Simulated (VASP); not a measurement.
# Cd (P6_3/mmc) in VASP: notebook

Runs on Cd. Level: r2SCAN. Tasks: single point.

All numbers are computed with VASP 6.6.1; they aren't measurements. Logs are shortened: lines on timing, memory, paths and dates and some standing lists are left out, and cuts for length are marked.

**1. The cell of the first run**

It takes space group P6_3/mmc (No. 194, hexagonal). Conventional cell: a = 2.951 Å, b = 2.951 Å, c = 5.884 Å, α = 90.00°, β = 90.00°, γ = 120.00°. Within 3.9 Å of Cd (site symmetry -6m2) lie 12 Cd at 2.95 to 3.40 Å.

**2. Single point, r2SCAN**

The input, POSCAR:

```
Cd
1.0
    2.9509006248      0.0000000000      0.0000000000
   -1.4754503124      2.5555549051      0.0000000000
    0.0000000000      0.0000000000      5.8838547497
Cd
2
Direct
    0.3333333333      0.6666666667      0.2500000000
    0.6666666667      0.3333333333      0.7500000000
```

The input, INCAR.step1:

```
PREC     = Accurate       # precision mode
ENCUT    = 520            # plane-wave cutoff, eV
ISMEAR   = -1             # smearing method
SIGMA    = 0.01           # smearing width, eV
LREAL    = F              # projectors in reciprocal space
LASPH    = T              # aspherical terms in the spheres
NELM     = 60             # most SCF steps
NBANDS   = 19             # bands
GGA      = PE             # functional
ALGO     = Normal         # electronic algorithm
EDIFF    = 1E-4           # SCF threshold, eV
LWAVE    = T              # write WAVECAR
LCHARG   = F              # write CHGCAR
```

The input, INCAR.step2:

```
PREC     = Accurate       # precision mode
ENCUT    = 520            # plane-wave cutoff, eV
EDIFF    = 1E-6           # SCF threshold, eV
ISMEAR   = -1             # smearing method
SIGMA    = 0.01           # smearing width, eV
LREAL    = F              # projectors in reciprocal space
LASPH    = T              # aspherical terms in the spheres
NELM     = 60             # most SCF steps
ALGO     = Normal         # electronic algorithm
ISIF     = 2              # what is computed and relaxed
LWAVE    = F              # write WAVECAR
LCHARG   = T              # write CHGCAR
METAGGA  = R2SCAN         # meta-GGA
LMIXTAU  = T            
LELF     = T              # ELF
LVHAR    = T            
NBANDS   = 19             # bands
ISTART   = 1
```

The input, KPOINTS:

```
Automatic mesh
0
Gamma
  12 12 6
```

Potentials or basis: VASP PAW PBE potentials, release 64 (Cd).

On the command line:

```console
$ cat potpaw_PBE.64/Cd/POTCAR > POTCAR
$ cp INCAR.step1 INCAR
$ mpirun -np 1 vasp_std > vasp.out
$ cp INCAR.step2 INCAR
$ mpirun -np 1 vasp_std > vasp.out
```

OUTCAR:

```text
PREC = Accurate
   ENCUT = 520
   EDIFF = 1E-6
   ISMEAR = -1
   LREAL = F
   LASPH = T
   NELM = 60
   ISIF = 2
   METAGGA = R2SCAN
   ISTART = 1

 ion  position               nearest neighbor table
   1  0.333  0.667  0.250-   2 3.40   2 3.40   2 3.40   2 3.40   2 3.40   2 3.40
   2  0.667  0.333  0.750-   1 3.40   1 3.40   1 3.40   1 3.40   1 3.40   1 3.40

  LATTYP: Found a hexagonal cell.
 ALAT       =     2.9509006248
 C/A-ratio  =     1.9939182974

  Lattice vectors:

 A1 = (   2.9509006248,   0.0000000000,   0.0000000000)
 A2 = (  -1.4754503124,   2.5555549051,   0.0000000000)
 A3 = (   0.0000000000,   0.0000000000,   5.8838547497)

Analysis of symmetry for initial positions (statically):
=====================================================================
 Subroutine PRICEL returns:
 Original cell was already a primitive cell.

 Routine SETGRP: Setting up the symmetry group for a
 hexagonal supercell.

 Subroutine GETGRP returns: Found 24 space group operations
 (whereof 12 operations were pure point group operations)
 out of a pool of 24 trial point group operations.

The static configuration has the point symmetry D_3d.
 The point group associated with its full space group is D_6h.

Analysis of symmetry for dynamics (positions and initial velocities):
=====================================================================
 Subroutine PRICEL returns:
 Original cell was already a primitive cell.

 Routine SETGRP: Setting up the symmetry group for a
 hexagonal supercell.

 Subroutine GETGRP returns: Found 24 space group operations
 (whereof 12 operations were pure point group operations)
 out of a pool of 24 trial point group operations.

The dynamic configuration has the point symmetry D_3d.
 The point group associated with its full space group is D_6h.

 Subroutine INISYM returns: Found 24 space group operations
 (whereof 12 operations are pure point group operations),
 and found     1 'primitive' translations

----------------------------------------------------------------------------------------

                                     Primitive cell

  volume of cell :      44.3713

  direct lattice vectors                    reciprocal lattice vectors
     2.950900625  0.000000000  0.000000000     0.338879592  0.195652224  0.000000000
    -1.475450312  2.555554905  0.000000000     0.000000000  0.391304447  0.000000000
     0.000000000  0.000000000  5.883854750     0.000000000  0.000000000  0.169956609

  length of vectors
     2.950900625  2.950900625  5.883854750     0.391304447  0.391304447  0.169956609

  position of ions in fractional coordinates (direct lattice)
     0.333333333  0.666666667  0.250000000
     0.666666667  0.333333333  0.750000000

  ion indices of the primitive-cell ions
   primitive index   ion index
                 1           1
                 2           2

----------------------------------------------------------------------------------------

 KPOINTS: Automatic mesh

Automatic generation of k-mesh.
 Grid dimensions read from file:
 generate k-points for:   12   12    6

 Generating k-lattice:

  Cartesian coordinates                     Fractional coordinates (reciprocal lattice)
     0.028239966  0.016304352  0.000000000     0.083333333 -0.000000000  0.000000000
     0.000000000  0.032608704  0.000000000     0.000000000  0.083333333  0.000000000
     0.000000000  0.000000000  0.028326101     0.000000000  0.000000000  0.166666667

  Length of vectors
     0.032608704  0.032608704  0.028326101

  Shift w.r.t. Gamma in fractional coordinates (k-lattice)
     0.000000000  0.000000000  0.000000000

 Subroutine IBZKPT returns following result:
 ===========================================

 Found     76 irreducible k-points:

 Following reciprocal coordinates:
            Coordinates               Weight
  0.000000  0.000000  0.000000      1.000000
  0.083333  0.000000  0.000000      6.000000
  0.166667 -0.000000  0.000000      6.000000
  0.250000 -0.000000  0.000000      6.000000
  0.333333 -0.000000  0.000000      6.000000
  0.416667 -0.000000  0.000000      6.000000
[... 16 lines left out ...]
  0.250000 -0.000000  0.166667     12.000000
  0.333333 -0.000000  0.166667     12.000000
 [... further k-points ...]
   k-points           NKPTS =     76   k-points in BZ     NKDIM =     76   number of bands    NBANDS=     19
   number of dos      NEDOS =    301   number of ions     NIONS =      2
   total plane-waves  NPLWV =  27648
   dimension x,y,z NGX =    24 NGY =   24 NGZ =   48
   dimension x,y,z NGXF=    48 NGYF=   48 NGZF=   96
   ions per type =               2
   NGX,Y,Z   is equivalent  to a cutoff of  13.52, 13.52, 13.56 a.u.
   NGXF,Y,Z  is equivalent  to a cutoff of  27.04, 27.04, 27.12 a.u.
 SYSTEM =  unknown system
   PREC   = accura    normal or accurate (medium, high low for compatibility)
   ISTART =      1    job   : 0-new  1-cont  2-samecut
   ICHARG =      0    charge: 1-file 2-atom 10-const
   ISPIN  =      1    spin polarized calculation?
   LNONCOLLINEAR =      F non collinear calculations
   LSORBIT =      F    spin-orbit coupling
   LASPH  =      T    aspherical Exc in radial PAW
   ENCUT  =  520.0 eV  38.22 Ry    6.18 a.u.   5.49  5.49 10.94*2*pi/ulx,y,z
   NELM   =     60;   NELMIN=  2; NELMDL=  0     # of ELM steps
   EDIFF  = 0.1E-05   stopping-criterion for ELM
   LREAL  =      F    real-space projection
   EDIFFG = 0.1E-04   stopping-criterion for IOM
   NSW    =      0    number of steps for IOM
   IBRION =     -1    ionic relax: 0-MD 1-quasi-New 2-CG
   NFREE  =      0    steps in history (QN), initial steepest desc. (CG)
   ISIF   =      2    stress and relaxation
   ISYM   =      2    0-nonsym 1-usesym 2-fastsym
   POTIM  = 0.5000    time-step for ionic-motion
   TEBEG  =    0.0;   TEEND  =   0.0 temperature during run
   PSTRESS=    0.0 pullay stress
   NELECT =      24.0000    total number of electrons
   NUPDOWN=      -1.0000    fix difference up-down
   EMIN   =  10.00;   EMAX   =-10.00  energy-range for DOS
   EFERMI =   0.00;   METHOD = LEGACY
   ISMEAR =    -1;   SIGMA  =   0.01  broadening in eV -4-tet -1-fermi 0-gaus
   EFERMI_NEDOS =   21; number of points for ismear=-14 and -15
   IALGO  =     38    algorithm
   IMIX   =      4    mixing-type and parameters
     AMIX     =   0.40;   BMIX     =  1.00
     AMIX_MAG =   1.60;   BMIX_MAG =  1.00
  volume/ion in A,a.u.               =      22.19       149.72
  Fermi-wavevector in a.u.,A,eV,Ry     =   1.333863  2.520636 24.207368  1.779191
  Thomas-Fermi vector in A             =   2.462689
   LORBIT       =      0    0 simple, 1 ext, 2 COOP (PROOUT), +10 PAW based schemes
   METAGGA = R2SCAN    functional components
   LHFCALC =     F    Hartree Fock is set to
   AEXX    =    0.0000 exact exchange contribution
   IVDW    =     0    specifies the selected vdW correction
   LEPSILON=     F    determine dielectric tensor
   LRPA    =     F    only Hartree local field effects (RPA)
 non-spin polarized calculation
  energy-cutoff  :      520.00
  volume of cell :       44.37
 maximum number of plane-waves:      1222
 NGX is ok and might be reduce to    24
   NGX = 11   NGY = 11   NGZ = 21

 number of electron      24.0000004 magnetization

 Free energy of the ion-electron system (eV)
  ---------------------------------------------------
  ext. energy  EPLUGINS =         0.00000000
  ---------------------------------------------------
  free energy    TOTEN  =       -40.21161982 eV

  energy without entropy =      -40.21118111  energy(sigma->0) =      -40.21140046

 E-fermi :   2.6624     XC(G=0): -11.6157

 val. band max:        2.6501739446   @ k =   0.1667   0.0833   0.1667
 cond. band min:       2.6759704917   @ k =   0.2500   0.0833   0.0000
 fundamental gap:      0.0257965471
 Fermi energy:         2.6624048460

 k-point     1 :       0.0000    0.0000    0.0000
  band No.  band energies     occupation
      1      -7.6192      2.00000
      2      -7.4270      2.00000
      3      -6.9253      2.00000
      4      -6.9253      2.00000
      5      -6.8889      2.00000
      6      -6.8889      2.00000
[... 11 lines left out ...]
     18      19.0993      0.00000
     19      19.3464      0.00000

 k-point     2 :       0.0833    0.0000    0.0000
  band No.  band energies     occupation
      1      -7.5400      2.00000
      2      -7.3504      2.00000
      3      -6.9556      2.00000
      4      -6.9168      2.00000
      5      -6.8562      2.00000
      6      -6.8214      2.00000
[... 11 lines left out ...]
     18      17.9835      0.00000
     19      19.8295      0.00000

 k-point     3 :       0.1667   -0.0000    0.0000
  band No.  band energies     occupation
      1      -7.4012      2.00000
      2      -7.2249      2.00000
      3      -7.0174      2.00000
      4      -6.9058      2.00000
      5      -6.6631      2.00000
      6      -6.6331      2.00000
[... 11 lines left out ...]
     18      17.2131      0.00000
     19      17.5954      0.00000

 k-point     4 :       0.2500   -0.0000    0.0000
  band No.  band energies     occupation
      1      -7.4553      2.00000
      2      -7.2856      2.00000
      3      -6.8941      2.00000
      4      -6.8597      2.00000
      5      -6.7041      2.00000
      6      -6.6175      2.00000
[... 11 lines left out ...]
     18      15.2989      0.00000
     19      16.9312      0.00000

 k-point     5 :       0.3333   -0.0000    0.0000
  band No.  band energies     occupation
      1      -7.5990      2.00000
      2      -7.4410      2.00000
      3      -7.1064      2.00000
      4      -6.7814      2.00000
      5      -6.7041      2.00000
      6      -6.5361      2.00000
[... 11 lines left out ...]
     18      16.1354      0.00000
     19      16.6418      0.00000
[... 334 lines left out ...]
      2      -7.3626      2.00000
      3      -6.9552      2.00000
      4      -6.9216      2.00000
      5      -6.8562      2.00000
      6      -6.8257      2.00000
[... 11 lines left out ...]
     18      18.2962      0.00000
     19      19.2152      0.00000

 k-point    22 :       0.1667   -0.0000    0.1667
  band No.  band energies     occupation
      1      -7.3892      2.00000
      2      -7.2358      2.00000
      3      -7.0123      2.00000
      4      -6.9217      2.00000
      5      -6.6648      2.00000
      6      -6.6379      2.00000
[... 11 lines left out ...]
     18      17.5459      0.00000
     19      18.4414      0.00000

 k-point    23 :       0.2500   -0.0000    0.1667
  band No.  band energies     occupation
      1      -7.4438      2.00000
      2      -7.2962      2.00000
      3      -6.9655      2.00000
      4      -6.7927      2.00000
      5      -6.7594      2.00000
      6      -6.5595      2.00000
[... 11 lines left out ...]
     18      16.1882      0.00000
     19      17.1177      0.00000

 k-point    24 :       0.3333   -0.0000    0.1667
  band No.  band energies     occupation
      1      -7.5873      2.00000
      2      -7.4512      2.00000
      3      -7.1289      2.00000
      4      -6.8705      2.00000
      5      -6.6306      2.00000
      6      -6.5159      2.00000
[... 11 lines left out ...]
     18      14.8992      0.00000
     19      16.7389      0.00000

 [... further k-points ...]

------------------------ aborting loop because EDIFF is reached ----------------------------------------

  FORCE on cell =-STRESS in cart. coord.  units (eV):
  Direction    XX          YY          ZZ          XY          YZ          ZX
  --------------------------------------------------------------------------------------
  -------------------------------------------------------------------------------------
  Total        0.1203260      0.1203260      0.0957842      0.0000000     -0.0000000     -0.0000000
  in kB        4.3447851      4.3447851      3.4586182      0.0000000     -0.0000000     -0.0000000
  external PRESSURE =       4.0493961 kB  Pullay stress =       0.0000000 kB

 VOLUME and BASIS-vectors are now :
 -----------------------------------------------------------------------------
  energy-cutoff  :      520.00
  volume of cell :       44.37
      direct lattice vectors                 reciprocal lattice vectors
     2.950900625  0.000000000  0.000000000     0.338879592  0.195652224  0.000000000
    -1.475450312  2.555554905  0.000000000     0.000000000  0.391304447  0.000000000
     0.000000000  0.000000000  5.883854750     0.000000000  0.000000000  0.169956609

 POSITION                                       TOTAL-FORCE (eV/Angst)
 -----------------------------------------------------------------------------------
     -0.00000      1.70370      1.47096         0.000000      0.000000      0.000000
      1.47545      0.85185      4.41289        -0.000000     -0.000000     -0.000000
 -----------------------------------------------------------------------------------
    total drift:                               -0.000000      0.000000      0.000000

  FREE ENERGIE OF THE ION-ELECTRON SYSTEM (eV)
  ---------------------------------------------------
  free  energy   TOTEN  =       -40.2116198201 eV

  energy  without entropy=      -40.2111811070  energy(sigma->0) =      -40.21140046
```

Wall time 4.9 min (1 thread of Intel Xeon 8259CL, shared host); peak memory 0.2 GiB.

Results:

```yaml
Free_energy: -40.2116 eV
Pressure: 0.4 GPa
Band_gap_on_the_k_mesh: zero (bands 12 and 13 overlap by 4.42 eV)
```

Stress tensor (GPa, compression positive):
```
0.43 0.00 0.00
0.00 0.43 0.00
0.00 0.00 0.35
```

Caveat: the PAW data sets were made with another functional, which shifts forces and pressure a little.

**3. Single point, r2SCAN**

POSCAR is that of step 2.

The input, INCAR.step1:

```
SYSTEM = Cd
PREC = Accurate
ENCUT = 520
ISMEAR = -1
SIGMA = 0.03
LREAL = .FALSE.
LASPH = .TRUE.
NELM = 100
NBANDS = 19
GGA = PE
ALGO = Normal
EDIFF = 1E-4
LWAVE = .TRUE.
LCHARG = .FALSE.
```

The input, INCAR.step2:

```
SYSTEM = Cd
PREC = Accurate
ENCUT = 520
EDIFF = 1E-7
ISMEAR = -1
SIGMA = 0.03
LREAL = .FALSE.
LASPH = .TRUE.
NELM = 100
ALGO = Normal
ISIF = 2
LWAVE = .FALSE.
LCHARG = .FALSE.
METAGGA = R2SCAN
LMIXTAU = .TRUE.
NBANDS = 19
ISTART = 1
```

The input, KPOINTS:

```
regular mesh
0
G
  12 12 6
  0 0 0
```

Potentials or basis: VASP PAW PBE potentials, release 64 (Cd).

On the command line:

```console
$ cat potpaw_PBE.64/Cd/POTCAR > POTCAR
$ cp INCAR.step1 INCAR
$ mpirun -np 1 vasp_std > vasp.out
$ cp INCAR.step2 INCAR
$ mpirun -np 1 vasp_std > vasp.out
```

Wall time 5.5 min (1 thread of Intel Xeon 8259CL, shared host); peak memory 0.2 GiB.

It converged, with:

* Free energy: -40.2127 eV
* Pressure: 0.4 GPa
* Band gap on the k mesh: zero (bands 12 and 13 overlap by 4.42 eV)

Stress tensor (GPa, compression positive):
```
0.47 0.00 0.00
0.00 0.47 0.00
0.00 0.00 0.20
```

Levels at points of the mesh, in eV from the Fermi level:
```
           k point  band 10  band 11  band 12  band 13  band 14  band 15
(0.00, 0.00, 0.00)    -8.82    -8.82    -3.73    -3.03     9.45    13.99
(0.50, 0.00, 0.00)    -8.46    -2.12    -1.55     1.84     3.13     3.33
(0.00, 0.00, 0.50)    -8.91    -7.49    -7.49     3.03     3.03    15.88
(0.50, 0.00, 0.50)    -8.46    -1.41    -1.41     0.41     0.41     7.93
```

Caveat: the PAW data sets were made with another functional, which shifts forces and pressure a little.

[end of part 1 of 2]

The gap in the log of VASP goes by the Fermi energy; the results here count the filled bands.